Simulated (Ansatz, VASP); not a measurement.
Nb in VASP and in Ansatz

```xyz
3
Lattice="4.8828 0.0000 0.0000 -2.4414 4.2287 0.0000 0.0000 0.0000 2.6879" Properties=species:S:1:pos:R:3 pbc="T T T"
Nb    0.0000    0.0000    0.0000
Nb    0.0000    2.8191    1.3440
Nb    2.4414    1.4096    1.3440
```

Alike in both runs: task single point; functional PBE; k mesh 9 × 9 × 13; occupations fermi-dirac, width 0.1 eV; no spin polarisation.

|  | VASP | Ansatz |
| --- | --- | --- |
| version | VASP 6.6.1 | Ansatz 0.2.0 |
| potentials or method | VASP PAW PBE potentials, release 64 (Nb_sv), cutoff 500 eV | plane waves (420 eV) with PAW, scalar-relativistic |
| valence electrons in the cell | 39 | 39 |

VASP gave:

| Item | Value |
| --- | --- |
| pressure (GPa) | -0.3 |
| traceless stress, the component that is largest in VASP (GPa) | -0.65 |

Question: Which values does Ansatz return?

Answer: Pressure (GPa): 0.0; traceless stress, the component that is largest in VASP (GPa): -0.70.
